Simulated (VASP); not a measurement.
## Hf: single point with PBE

The system is Hf.

```xyz
1
Lattice="-1.7806 1.7806 1.7806 1.7806 -1.7806 1.7806 1.7806 1.7806 -1.7806" Properties=species:S:1:pos:R:3 pbc="T T T"
Hf    0.0000    0.0000    0.0000
```

This cell differs from its parent crystal: volume scaled by 0.96.

```yaml
Program: VASP 6.6.1
Task: single point
Functional: PBE
Potentials_or_basis: VASP PAW PBE potentials, release 64 (Hf_pv)
Cutoff: 520 eV
k_mesh: 14 × 14 × 14
Occupations: fermi-dirac, width 0.05 eV
Spin: no spin polarisation
Dipole_correction: no
Further_INCAR_settings: ALGO = Normal; EDIFF = 1e-07; NBANDS = 11
```

| Quantity | Value |
| --- | --- |
| Pressure | -1.6 GPa |
| Band gap on the k mesh | zero (band 5 reaches 6.03 eV, above the bottom of band 6 at 3.76 eV) |

Levels at points of the mesh, in eV from the Fermi level:
| k point | band 1 | band 2 | band 3 | band 4 | band 5 | band 6 | band 7 | band 8 | band 9 | band 10 |
| --- | --- | --- | --- | --- | --- | --- | --- | --- | --- | --- |
| (0.00, 0.00, 0.00) | -29.86 | -29.86 | -29.86 | -6.99 | 1.54 | 1.54 | 1.54 | 4.29 | 4.29 | 13.26 |
| (0.50, 0.00, 0.00) | -30.65 | -30.11 | -29.86 | -3.33 | -0.46 | 1.04 | 4.11 | 5.11 | 7.54 | 10.07 |
| (0.50, 0.50, 0.50) | -30.41 | -30.41 | -30.41 | -2.51 | -2.51 | 6.72 | 6.72 | 6.72 | 7.17 | 7.17 |

Wall time 10 s on 1 thread of Intel Xeon 6975P-C, with other jobs on the host, peak memory 0.15 GiB.

Caveat: spin-orbit coupling is left out, which moves the levels of the heavy elements.
